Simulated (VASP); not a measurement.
# Zr3SiO8 (Pm-3m) in VASP: relaxation of cell and atoms with PBE

Aim: the relaxation of cell and atoms of Zr3SiO8 with PBE.

Program: VASP 6.6.1. These are calculated values, not measurements. Logs are shortened: lines on timing, memory, paths and dates and some standing lists are left out, and cuts for length are marked.

### Step 1. The cell of the first run

The structure is cubic, space group Pm-3m (No. 221). Conventional cell: a = 5.010 Å, b = 5.010 Å, c = 5.010 Å, α = 90.00°, β = 90.00°, γ = 90.00°. Within 2.9 Å of Zr (site symmetry 4/mmm) lie 8 O at 2.20 Å. Within 2.8 Å of Si (site symmetry m-3m) lie 8 O at 2.09 Å. Within 2.8 Å of O (site symmetry 3m) lie 1 Si at 2.09 Å and 3 Zr at 2.20 Å and 6 O at 2.41 to 2.60 Å.

### Step 2. Relaxation of cell and atoms, PBE

INCAR reads:

```
SYSTEM = Zr3SiO8
PREC     = Accurate       ! precision mode
ENCUT    = 600            ! plane-wave cutoff, eV
EDIFF    = 1E-6           ! SCF threshold, eV
ISMEAR   = 0              ! smearing method
SIGMA    = 0.1            ! smearing width, eV
LREAL    = .FALSE.        ! projectors in reciprocal space
LASPH    = .TRUE.         ! aspherical terms in the spheres
NELM     = 60             ! most SCF steps
ALGO     = Normal         ! electronic algorithm
ISIF     = 3              ! what is computed and relaxed
LWAVE    = .FALSE.        ! write WAVECAR
LCHARG   = .FALSE.        ! write CHGCAR
GGA      = PE             ! functional
IBRION   = 2              ! ionic algorithm
NSW      = 100            ! ionic steps
EDIFFG   = -0.01          ! ionic threshold
```

KPOINTS reads:

```
Automatic mesh
0
G
  8 8 8
  0 0 0
```

POSCAR reads:

```
Zr3SiO8
1.0
    5.0096131211      0.0000000000      0.0000000000
    0.0000000000      5.0096131211      0.0000000000
    0.0000000000      0.0000000000      5.0096131211
Zr Si O
3 1 8
Direct
    0.0000000000      0.0000000000      0.5000000000
    0.5000000000      0.0000000000      0.0000000000
    0.0000000000      0.5000000000      0.0000000000
    0.5000000000      0.5000000000      0.5000000000
    0.2594994433      0.2594994433      0.7405005567
    0.7405005567      0.2594994433      0.2594994433
    0.2594994433      0.7405005567      0.2594994433
    0.7405005567      0.7405005567      0.7405005567
    0.7405005567      0.7405005567      0.2594994433
    0.2594994433      0.7405005567      0.7405005567
    0.7405005567      0.2594994433      0.7405005567
    0.2594994433      0.2594994433      0.2594994433
```

Potentials or basis: VASP PAW PBE potentials, release 64 (Zr_sv, Si, O).

Started as:

```sh
$ cat potpaw_PBE.64/Zr_sv/POTCAR potpaw_PBE.64/Si/POTCAR potpaw_PBE.64/O/POTCAR > POTCAR
$ mpirun -np 1 vasp_std > vasp.out
```

OUTCAR:

```text
SYSTEM = Zr3SiO8
   PREC = Accurate
   ENCUT = 600
   EDIFF = 1E-6
   ISMEAR = 0
   LREAL = .FALSE.
   LASPH = .TRUE.
   NELM = 60
   ISIF = 3
   GGA = PE
   IBRION = 2
   NSW = 100
   EDIFFG = -0.01

 ion  position               nearest neighbor table
   1  0.000  0.000  0.500-   5 2.20   6 2.20   7 2.20   8 2.20   9 2.20  10 2.20  11 2.20  12 2.20
                             2 3.54   3 3.54   2 3.54   3 3.54   3 3.54   3 3.54   2 3.54   2 3.54
   2  0.500  0.000  0.000-   5 2.20   6 2.20   7 2.20   8 2.20   9 2.20  10 2.20  11 2.20  12 2.20
                             1 3.54   3 3.54   1 3.54   3 3.54   1 3.54   3 3.54   1 3.54   3 3.54
   3  0.000  0.500  0.000-   5 2.20   6 2.20   7 2.20   8 2.20   9 2.20  10 2.20  11 2.20  12 2.20
                             1 3.54   2 3.54   1 3.54   1 3.54   2 3.54   1 3.54   2 3.54   2 3.54
   4  0.500  0.500  0.500-   5 2.09   6 2.09   7 2.09   8 2.09   9 2.09  10 2.09  11 2.09  12 2.09

   5  0.259  0.259  0.741-   4 2.09   2 2.20   3 2.20   1 2.20
   6  0.741  0.259  0.259-   4 2.09   2 2.20   3 2.20   1 2.20
   7  0.259  0.741  0.259-   4 2.09   2 2.20   3 2.20   1 2.20
   8  0.741  0.741  0.741-   4 2.09   2 2.20   3 2.20   1 2.20
   9  0.741  0.741  0.259-   4 2.09   2 2.20   3 2.20   1 2.20
  10  0.259  0.741  0.741-   4 2.09   2 2.20   3 2.20   1 2.20
  11  0.741  0.259  0.741-   4 2.09   2 2.20   3 2.20   1 2.20
  12  0.259  0.259  0.259-   4 2.09   2 2.20   3 2.20   1 2.20

  LATTYP: Found a simple cubic cell.
 ALAT       =     5.0096131211

  Lattice vectors:

 A1 = (   5.0096131211,   0.0000000000,   0.0000000000)
 A2 = (   0.0000000000,   5.0096131211,   0.0000000000)
 A3 = (   0.0000000000,   0.0000000000,   5.0096131211)

Analysis of symmetry for initial positions (statically):
=====================================================================
 Subroutine PRICEL returns:
 Original cell was already a primitive cell.

 Routine SETGRP: Setting up the symmetry group for a
 simple cubic supercell.

 Subroutine GETGRP returns: Found 48 space group operations
 (whereof 48 operations were pure point group operations)
 out of a pool of 48 trial point group operations.

The static configuration has the point symmetry O_h .

Analysis of symmetry for dynamics (positions and initial velocities):
=====================================================================
 Subroutine PRICEL returns:
 Original cell was already a primitive cell.

 Routine SETGRP: Setting up the symmetry group for a
 simple cubic supercell.

 Subroutine GETGRP returns: Found 48 space group operations
 (whereof 48 operations were pure point group operations)
 out of a pool of 48 trial point group operations.

The dynamic configuration has the point symmetry O_h .

 Subroutine INISYM returns: Found 48 space group operations
 (whereof 48 operations are pure point group operations),
 and found     1 'primitive' translations

----------------------------------------------------------------------------------------

                                     Primitive cell

  volume of cell :     125.7224

  direct lattice vectors                    reciprocal lattice vectors
     5.009613121  0.000000000  0.000000000     0.199616213  0.000000000  0.000000000
     0.000000000  5.009613121  0.000000000     0.000000000  0.199616213  0.000000000
     0.000000000  0.000000000  5.009613121     0.000000000  0.000000000  0.199616213

  length of vectors
     5.009613121  5.009613121  5.009613121     0.199616213  0.199616213  0.199616213

  position of ions in fractional coordinates (direct lattice)
     0.000000000  0.000000000  0.500000000
     0.500000000  0.000000000  0.000000000
     0.000000000  0.500000000  0.000000000
     0.500000000  0.500000000  0.500000000
     0.259499443  0.259499443  0.740500557
     0.740500557  0.259499443  0.259499443
     0.259499443  0.740500557  0.259499443
     0.740500557  0.740500557  0.740500557
     0.740500557  0.740500557  0.259499443
     0.259499443  0.740500557  0.740500557
     0.740500557  0.259499443  0.740500557
     0.259499443  0.259499443  0.259499443

  ion indices of the primitive-cell ions
   primitive index   ion index
                 1           1
                 2           2
                 3           3
                 4           4
                 5           5
                 6           6
                 7           7
                 8           8
                 9           9
                10          10
                11          11
                12          12

----------------------------------------------------------------------------------------

 KPOINTS: Automatic mesh

Automatic generation of k-mesh.
 Grid dimensions read from file:
 generate k-points for:    8    8    8

 Generating k-lattice:

  Cartesian coordinates                     Fractional coordinates (reciprocal lattice)
     0.024952027  0.000000000  0.000000000     0.125000000  0.000000000  0.000000000
     0.000000000  0.024952027  0.000000000     0.000000000  0.125000000  0.000000000
     0.000000000  0.000000000  0.024952027     0.000000000  0.000000000  0.125000000

  Length of vectors
     0.024952027  0.024952027  0.024952027

  Shift w.r.t. Gamma in fractional coordinates (k-lattice)
     0.000000000  0.000000000  0.000000000

 Subroutine IBZKPT returns following result:
 ===========================================

 Found     35 irreducible k-points:

 Following reciprocal coordinates:
            Coordinates               Weight
  0.000000  0.000000  0.000000      1.000000
  0.125000  0.000000  0.000000      6.000000
  0.250000  0.000000  0.000000      6.000000
  0.375000  0.000000  0.000000      6.000000
  0.500000  0.000000  0.000000      3.000000
  0.125000  0.125000  0.000000     12.000000
[... 16 lines left out ...]
  0.375000  0.375000  0.125000     24.000000
  0.500000  0.375000  0.125000     24.000000
 [... further k-points ...]
   k-points           NKPTS =     35   k-points in BZ     NKDIM =     35   number of bands    NBANDS=     52
   number of dos      NEDOS =    301   number of ions     NIONS =     12
   total plane-waves  NPLWV =  64000
   dimension x,y,z NGX =    40 NGY =   40 NGZ =   40
   dimension x,y,z NGXF=    80 NGYF=   80 NGZF=   80
   ions per type =               3   1   8
   NGX,Y,Z   is equivalent  to a cutoff of  13.27, 13.27, 13.27 a.u.
   NGXF,Y,Z  is equivalent  to a cutoff of  26.55, 26.55, 26.55 a.u.
 SYSTEM =  Zr3SiO8
   PREC   = accura    normal or accurate (medium, high low for compatibility)
   ISTART =      0    job   : 0-new  1-cont  2-samecut
   ICHARG =      2    charge: 1-file 2-atom 10-const
   ISPIN  =      1    spin polarized calculation?
   LNONCOLLINEAR =      F non collinear calculations
   LSORBIT =      F    spin-orbit coupling
   LASPH  =      T    aspherical Exc in radial PAW
   ENCUT  =  600.0 eV  44.10 Ry    6.64 a.u.  10.01 10.01 10.01*2*pi/ulx,y,z
   NELM   =     60;   NELMIN=  2; NELMDL= -5     # of ELM steps
   EDIFF  = 0.1E-05   stopping-criterion for ELM
   LREAL  =      F    real-space projection
   EDIFFG = -.1E-01   stopping-criterion for IOM
   NSW    =    100    number of steps for IOM
   IBRION =      2    ionic relax: 0-MD 1-quasi-New 2-CG
   NFREE  =      1    steps in history (QN), initial steepest desc. (CG)
   ISIF   =      3    stress and relaxation
   ISYM   =      2    0-nonsym 1-usesym 2-fastsym
   POTIM  = 0.5000    time-step for ionic-motion
   TEBEG  =    0.0;   TEEND  =   0.0 temperature during run
   PSTRESS=    0.0 pullay stress
   NELECT =      88.0000    total number of electrons
   NUPDOWN=      -1.0000    fix difference up-down
   EMIN   =  10.00;   EMAX   =-10.00  energy-range for DOS
   EFERMI =   0.00;   METHOD = LEGACY
   ISMEAR =     0;   SIGMA  =   0.10  broadening in eV -4-tet -1-fermi 0-gaus
   EFERMI_NEDOS =   21; number of points for ismear=-14 and -15
   IALGO  =     38    algorithm
   IMIX   =      4    mixing-type and parameters
     AMIX     =   0.40;   BMIX     =  1.00
     AMIX_MAG =   1.60;   BMIX_MAG =  1.00
  volume/ion in A,a.u.               =      10.48        70.70
  Fermi-wavevector in a.u.,A,eV,Ry     =   1.453555  2.746821 28.746699  2.112823
  Thomas-Fermi vector in A             =   2.570808
   LORBIT       =      0    0 simple, 1 ext, 2 COOP (PROOUT), +10 PAW based schemes
   GGA     = PE    functional components
   LHFCALC =     F    Hartree Fock is set to
   AEXX    =    0.0000 exact exchange contribution
   IVDW    =     0    specifies the selected vdW correction
   LEPSILON=     F    determine dielectric tensor
   LRPA    =     F    only Hartree local field effects (RPA)
 conjugate gradient relaxation of ions
 non-spin polarized calculation
 Gauss-broadening in eV      SIGMA  =   0.10
  energy-cutoff  :      600.00
  volume of cell :      125.72
 maximum number of plane-waves:      4224
   NGX = 21   NGY = 21   NGZ = 21

--------------------------------------- Ionic step        1  -------------------------------------------

 number of electron      88.0000001 magnetization

 Free energy of the ion-electron system (eV)
  ---------------------------------------------------
  ext. energy  EPLUGINS =         0.00000000
  ---------------------------------------------------
  free energy    TOTEN  =      -104.18207597 eV

  energy without entropy =     -104.17877003  energy(sigma->0) =     -104.18042300

------------------------ aborting loop because EDIFF is reached ----------------------------------------

  FORCE on cell =-STRESS in cart. coord.  units (eV):
  Direction    XX          YY          ZZ          XY          YZ          ZX
  --------------------------------------------------------------------------------------
  -------------------------------------------------------------------------------------
  Total        0.1205527      0.1205527      0.1205527      0.0000000     -0.0000000      0.0000000
  in kB        1.5362967      1.5362967      1.5362967      0.0000000     -0.0000000      0.0000000
  external PRESSURE =       1.5362967 kB  Pullay stress =       0.0000000 kB
[... 77 lines left out ...]
  energy  without entropy=     -104.1787300375  energy(sigma->0) =     -104.18039352

--------------------------------------- Ionic step        3  -------------------------------------------

 number of electron      88.0000001 magnetization

 Free energy of the ion-electron system (eV)
  ---------------------------------------------------
  ext. energy  EPLUGINS =         0.00000000
  ---------------------------------------------------
  free energy    TOTEN  =      -104.18211530 eV

  energy without entropy =     -104.17879933  energy(sigma->0) =     -104.18045732

 E-fermi :   7.3393     XC(G=0): -11.7661

 val. band max:        7.3088628931   @ k =   0.0000   0.0000   0.0000
 cond. band min:       7.3407308762   @ k =   0.0000   0.0000   0.0000
 fundamental gap:      0.0318679831
 Fermi energy:         7.3392548685

 k-point     1 :       0.0000    0.0000    0.0000
  band No.  band energies     occupation
      1     -40.8925      2.00000
      2     -40.8361      2.00000
      3     -40.8361      2.00000
      4     -19.3914      2.00000
      5     -19.3914      2.00000
      6     -19.3914      2.00000
[... 1309 lines left out ...]
     51      11.9448      0.00000
     52      13.3507      0.00000

 [... further k-points ...]
[... 5 lines left out ...]
  --------------------------------------------------------------------------------------
  -------------------------------------------------------------------------------------
  Total       -0.0038508     -0.0038508     -0.0038508     -0.0000000     -0.0000000      0.0000000
  in kB       -0.0490420     -0.0490420     -0.0490420     -0.0000000     -0.0000000      0.0000000
  external PRESSURE =      -0.0490420 kB  Pullay stress =       0.0000000 kB
[... 27 lines left out ...]
  FREE ENERGIE OF THE ION-ELECTRON SYSTEM (eV)
  ---------------------------------------------------
  free  energy   TOTEN  =      -104.1821153046 eV

  energy  without entropy=     -104.1787993303  energy(sigma->0) =     -104.18045732

 reached required accuracy - stopping structural energy minimisation
```

It took 3.8 min on 1 thread of Intel Xeon 6975P-C (Granite Rapids), shared host; peak memory 0.39 GiB.

Results:

* Free energy: -104.1821 eV
* Relaxed volume: 10.48 Å³/atom
* Relaxed cell: a = 5.011 Å, b = 5.011 Å, c = 5.011 Å, α = 90.00°, β = 90.00°, γ = 90.00°
* Space group after relaxing (to 0.05 Å): Pm-3m (No. 221)
* Energy gained by relaxing: 0.0 meV/atom
* Ionic steps: 3
* Pressure after relaxing: 0.0 GPa
* Band gap on the k mesh: zero (band 44 reaches 7.34 eV, above the bottom of band 45 at 7.31 eV)

Forces on the atoms (eV/Å):
```
Zr   0.000  0.000  0.000
Zr   0.000  0.000  0.000
Zr   0.000  0.000  0.000
Si   0.000  0.000  0.000
O   -0.001 -0.001  0.001
O    0.001 -0.001 -0.001
O   -0.001  0.001 -0.001
O    0.001  0.001  0.001
O    0.001  0.001 -0.001
O   -0.001  0.001  0.001
O    0.001 -0.001  0.001
O   -0.001 -0.001 -0.001
```

Final structure:
```
Zr Si O
1.0
     5.01070    0.00000    0.00000
     0.00000    5.01070    0.00000
     0.00000    0.00000    5.01070
Zr Si O
3 1 8
Direct
  0.00000 0.00000 0.50000
  0.50000 0.00000 0.00000
  0.00000 0.50000 0.00000
  0.50000 0.50000 0.50000
  0.25950 0.25950 0.74050
  0.74050 0.25950 0.25950
  0.25950 0.74050 0.25950
  0.74050 0.74050 0.74050
  0.74050 0.74050 0.25950
  0.25950 0.74050 0.74050
  0.74050 0.25950 0.74050
  0.25950 0.25950 0.25950
```

Levels at points of the mesh, in eV from the Fermi level:
| k point | band 40 | band 41 | band 42 | band 43 | band 44 | band 45 | band 46 | band 47 | band 48 | band 49 |
| --- | --- | --- | --- | --- | --- | --- | --- | --- | --- | --- |
| (0.00, 0.00, 0.00) | -0.76 | -0.76 | -0.43 | -0.03 | 0.00 | 0.00 | 3.32 | 3.32 | 4.38 | 4.38 |
| (0.50, 0.00, 0.00) | -1.00 | -0.55 | -0.55 | -0.25 | -0.20 | 1.67 | 2.57 | 3.85 | 4.18 | 4.25 |
| (0.50, 0.50, 0.00) | -1.94 | -1.40 | -0.52 | -0.45 | -0.45 | 3.60 | 3.60 | 3.83 | 3.90 | 4.05 |
| (0.50, 0.50, 0.50) | -2.00 | -2.00 | -2.00 | -1.46 | -1.46 | 3.98 | 3.98 | 3.98 | 4.03 | 4.03 |
